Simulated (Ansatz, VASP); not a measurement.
# Two plane-wave programs on Sn

The input INCAR:

```
SYSTEM = Sn
  PREC = Accurate
  ENCUT = 520
  EDIFF = 1E-6
  ISMEAR = -1
  SIGMA = 0.02
  LREAL = .FALSE.
  LASPH = .TRUE.
  NELM = 100
  ALGO = Normal
  ISIF = 2
  LWAVE = .FALSE.
  LCHARG = .FALSE.
  GGA = PE
  NBANDS = 21
```

The input KPOINTS:

```
regular mesh
0
G
  6 6 6
  0 0 0
```

Contents of POSCAR:

```
Sn
1.0
    0.0000000000      3.4486827700      3.1251435170
    3.4486827700      0.0000000000      3.1251435170
    3.4486827700      3.4486827700      0.0000000000
Sn
2
Direct
    0.0000000000      0.0000000000      0.0000000000
    0.2500000000      0.2500000000      0.2500000000
```

Input for Ansatz:

```yaml
crystal:
  lattice:
    - [0.0, 3.44868277, 3.125143517]
    - [3.44868277, 0.0, 3.125143517]
    - [3.44868277, 3.44868277, 0.0]
  atoms:
    - { symbol: Sn, position: [0.0, 0.0, 0.0] }
    - { symbol: Sn, position: [0.25, 0.25, 0.25] }
kpoints:
  mp_grid: { grid: [6, 6, 6] }
  band_path:
    path:
      - [0.0, 0.0, 0.0]
      - [0.5, 0.0, 0.5]
      - [0.625, 0.25, 0.625]
      - [0.375, 0.375, 0.75]
      - [0.5, 0.5, 0.5]
      - [0.5, 0.25, 0.75]
      - [-0.042969, -0.041178, -0.084147]
      - [0.0, 0.0, 0.5]
    npoints: 1
hamiltonian:
  xc: pbe
scf:
  occupations: { method: fermi_dirac, width: 0.02 }
  n_extra_bands: 4
output:
  forces: true
  stress: true
  eigenvalues: true
  write_density: true
  write_potential: true
  elf: true
  volumetric_format: npy
```

Change from the starting cell: epitaxial_xy strain +5.0%.

Alike in both runs: task single point; functional PBE; k mesh 6 × 6 × 6; occupations fermi-dirac, width 0.02 eV; no spin polarisation.

|  | VASP | Ansatz |
| --- | --- | --- |
| version | VASP 6.6.1 | Ansatz 0.2.0 |
| potentials or method | VASP PAW PBE potentials, release 64 (Sn_d) | plane waves, PAW |
| plane-wave cutoff (eV) | 520 | 420 |
| valence electrons in the cell | 28 | 28 |

|  | VASP | Ansatz | Ansatz less VASP |
| --- | --- | --- | --- |
| pressure (GPa) | -0.3 | -0.3 | +0.04 |
| traceless stress, the component that is largest in VASP (GPa) | 1.44 | 1.44 | +0.002 |
